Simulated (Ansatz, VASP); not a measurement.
# TaWC2 in VASP and in Ansatz

```
W Ta C
1.0
     1.60268    0.92531    5.20168
    -1.60268    0.92531    5.20168
     0.00000   -1.85062    5.20168
W Ta C
1 1 2
Direct
  0.00000 0.00000 0.00000
  0.50000 0.50000 0.50000
  0.25093 0.25093 0.25093
  0.74907 0.74907 0.74907
```

Alike in both runs: task single point; functional r2SCAN; k mesh 10 × 10 × 10; occupations fermi-dirac, width 0.05 eV; no spin polarisation.

```csv
,VASP,Ansatz
version,VASP 6.6.1,Ansatz 0.2.0
potentials or method,"VASP PAW PBE potentials, release 64 (W_sv, Ta_pv, C)",Ansatz PAW
plane-wave cutoff (eV),520,500
valence electrons in the cell,33,35
```

VASP gave:

```
gap on the k mesh at the Fermi level (eV)                     : none
pressure (GPa)                                                : -22.1
traceless stress, the component that is largest in VASP (GPa) : -0.02
rms of the force components (eV/Å)                            : 0.006
```

Which values does Ansatz return?

gap on the k mesh at the Fermi level (eV): none; pressure (GPa): -23.2; traceless stress, the component that is largest in VASP (GPa): -0.06; rms of the force components (eV/Å): 0.009.

VASP's potentials were made for PBE, not for r2SCAN. Atom by atom the forces differ by 0.003 eV/Å (rms over components). A gap of «none» marks a metal or a gap that the smearing closes. VASP's potentials hold 33 valence electrons a cell and Ansatz's 35, so a difference there can come from the potentials and not from the codes.

Spin-orbit coupling is off throughout.
